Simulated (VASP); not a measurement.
Mo, 1 atom in the cell. The structure is cubic, space group Im-3m (No. 229). The conventional cell has a = 3.132 Å, b = 3.132 Å, c = 3.132 Å, α = 90.00°, β = 90.00°, γ = 90.00°. Within 3.6 Å of Mo (site symmetry m-3m) lie 14 Mo at 2.71 to 3.13 Å. 

```yaml
Program: VASP 6.6.1
Task: single point
Functional: PBE
Dispersion: D3(BJ)
Potentials_or_basis: VASP PAW PBE potentials, release 64 (Mo_sv)
Cutoff: 520 eV
k_mesh: 15 × 15 × 15
Occupations: methfessel-paxton, width 0.1 eV
Spin: no spin polarisation
Dipole_correction: no
Further_INCAR_settings: ALGO = Normal; EDIFF = 1e-06; NBANDS = 13
```

Potentials or basis: VASP PAW PBE potentials, release 64 (Mo_sv).

Run with:

```bash
$ cat potpaw_PBE.64/Mo_sv/POTCAR > POTCAR
$ mpirun -np 1 vasp_std > vasp.out
```

Hardware: 1 thread of Intel(R) Xeon(R) Platinum 8488C (Sapphire Rapids), with other jobs on the host.

Task: How long does it take, and how much memory?

Result: Run time: 13 s on 1 thread of Intel(R) Xeon(R) Platinum 8488C (Sapphire Rapids), with other jobs on the host, peak memory 0.15 GiB. Counts: scf iterations 11, k points 120.
